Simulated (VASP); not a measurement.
A run of VASP 6.6.1 is set up as follows.

INCAR

```
PREC = Accurate ; ENCUT = 520
EDIFF = 1E-6 ; ISMEAR = 0
SIGMA = 0.1 ; LREAL = False
LASPH = True ; NELM = 100
ALGO = Normal ; ISIF = 2
LWAVE = False ; LCHARG = False
GGA = PE ; NBANDS = 26
```

Contents of KPOINTS:

```
Automatic mesh
0
Gamma
  18 18 6
```

Contents of POSCAR:

```
Sc3C
1.0
    3.3085829816      0.0000000000      0.0000000000
   -1.6542914908      2.8653169126      0.0000000000
    0.0000000000      0.0000000000      8.1954366992
Sc C
3 1
Direct
    0.6666666667      0.3333333333      0.0000000000
    0.0000000000      0.0000000000      0.6604915407
    0.0000000000      0.0000000000      0.3395084593
    0.6666666667      0.3333333333      0.5000000000
```

Potentials or basis: VASP PAW PBE potentials, release 64 (Sc_sv, C).

Launch:

```console
$ cat potpaw_PBE.64/Sc_sv/POTCAR potpaw_PBE.64/C/POTCAR > POTCAR
$ mpirun -np 1 vasp_std > vasp.out
```

Problem. Estimate the largest force.

Solution. 0.064 eV/Å.

Problem. Estimate the pressure.

Solution. 0.3 GPa.

Stress tensor (GPa, compression positive):
```
0.23 0.00 0.00
0.00 0.23 0.00
0.00 0.00 0.31
```
